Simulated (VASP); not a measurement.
A run of VASP 6.6.1 is set up as follows.

The input INCAR:

```
SYSTEM = BiTe
PREC = Accurate ; ENCUT = 520
EDIFF = 1E-7 ; ISMEAR = 0
SIGMA = 0.1 ; LREAL = .FALSE.
LASPH = .TRUE. ; NELM = 100
ALGO = Normal ; ISIF = 2
LWAVE = .FALSE. ; LCHARG = .FALSE.
GGA = PE ; NBANDS = 18
ISYM = 0
```

The input KPOINTS:

```
regular mesh
0
G
  6 5 23
  0 0 0
```

File POSCAR:

```
BiTe
1.0
    6.5023883291      0.0000000000      0.0000000000
   -3.2511941646      7.2698911600      0.0000000000
    0.0000000000     -4.3619346960      1.4539782320
Bi Te
1 1
Direct
    0.5000000000      0.0000000000      0.0000000000
    0.0000000000      0.0000000000      0.0000000000
```

Potentials or basis: VASP PAW PBE potentials, release 64 (Bi_d, Te).

Run with:

```sh
$ cat potpaw_PBE.64/Bi_d/POTCAR potpaw_PBE.64/Te/POTCAR > POTCAR
$ mpirun -np 1 vasp_std > vasp.out
```

Problem. Predict the pressure.

Solution. 0.0 GPa.

Caveat: the k points lie up to 0.55 Å⁻¹ apart.
